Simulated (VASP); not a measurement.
PtS2, 3 atoms in the cell. The typed cell holds 3 atoms: a = 3.543 Å, b = 3.543 Å, c = 5.039 Å, α = 90.00°, β = 90.00°, γ = 120.00°.  This cell differs from its parent crystal: all S atoms moved +0.125 Å, as atom 2 along Cartesian [1 -1 0].

```yaml
Program: VASP 6.6.1
Task: single point
Functional: PBEsol
Potentials_or_basis: VASP PAW PBE potentials, release 64 (Pt, S)
Cutoff: 520 eV
k_mesh: 12 × 12 × 8
Occupations: gaussian, width 0.05 eV
Spin: no spin polarisation
Dipole_correction: no
Further_INCAR_settings: ALGO = Normal; EDIFF = 1e-06; NBANDS = 18
```

Potentials or basis: VASP PAW PBE potentials, release 64 (Pt, S).

Command:

```bash
$ cat potpaw_PBE.64/Pt/POTCAR potpaw_PBE.64/S/POTCAR > POTCAR
$ mpirun -np 1 vasp_std > vasp.out
```

Hardware: 1 thread of Oxide Virtual Turin-like Processor, on a shared host.

Q: How long does it take, and how much memory?

A: Wall time 4.4 min on 1 thread of Oxide Virtual Turin-like Processor (shared host), peak memory 0.57 GiB. Counts: scf iterations 12, k points 580.
